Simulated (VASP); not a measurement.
Set up this calculation in VASP 6.6.1, as the native input.

```
Task                   : relaxation of cell and atoms
Functional             : PBE
Potentials or basis    : VASP PAW PBE potentials, release 64 (Te, As)
Cutoff                 : 600 eV
k mesh                 : 5 × 5 × 4
Occupations            : gaussian, width 0.2 eV
Spin                   : no spin polarisation
Dipole correction      : no
Further INCAR settings : ALGO = Normal; EDIFF = 1e-06; IBRION = 2; EDIFFG = -0.08; NSW = 36; ISIF = 3
```

The structure of Te2As lies in POSCAR:

```
Te2As
1.0
    3.9882994000     -2.2606439500      0.0000000000
    3.9882994000      2.2606439500      0.0000000000
   -0.5147379600      0.0000000000      5.0047079300
Te As
2 1
Direct
    0.6850128100      0.6850128100      0.9418905300
    0.3149871900      0.3149871900      0.0581094700
    0.0000000000      0.0000000000      0.0000000000
```

These files were run (other wordings do the same):

INCAR

```
PREC = Accurate ; ENCUT = 600
EDIFF = 1E-6 ; ISMEAR = 0
SIGMA = 0.2 ; LREAL = False
LASPH = True ; NELM = 80
ALGO = Normal ; ISIF = 3
LWAVE = False ; LCHARG = False
GGA = PE ; IBRION = 2
NSW = 36 ; EDIFFG = -0.08
```

KPOINTS

```
regular mesh
0
Gamma
  5 5 4
```

Potentials or basis: VASP PAW PBE potentials, release 64 (Te, As).

Launch:

```sh
$ cat potpaw_PBE.64/Te/POTCAR potpaw_PBE.64/As/POTCAR > POTCAR
$ mpirun -np 1 vasp_std > vasp.out
```

Results of the run:

| Property | Result |
| --- | --- |
| Relaxed volume | 28.48 Å³/atom |
| Relaxed cell | a = 4.187 Å, b = 4.187 Å, c = 5.554 Å, α = 90.54°, β = 90.54°, γ = 61.34° |
| Space group after relaxing (to 0.05 Å) | C2/m (No. 12) |
| Energy gained by relaxing | 1694.0 meV/atom |
| Ionic steps | 30 |
| Pressure after relaxing | -0.1 GPa |
| Largest force after relaxing | 0.057 eV/Å |

Caveat: this functional lacks dispersion, which binds the layers, so the pressure and a relaxed spacing across them are unreliable; the relaxation stopped at a loose force limit of 0.08 eV/Å, so its end isn't a converged minimum.

It took 16 min on 1 thread of Intel(R) Xeon(R) Platinum 8259CL CPU @ 2.50GHz (Skylake/Cascade Lake) (shared host), peak memory 0.28 GiB.
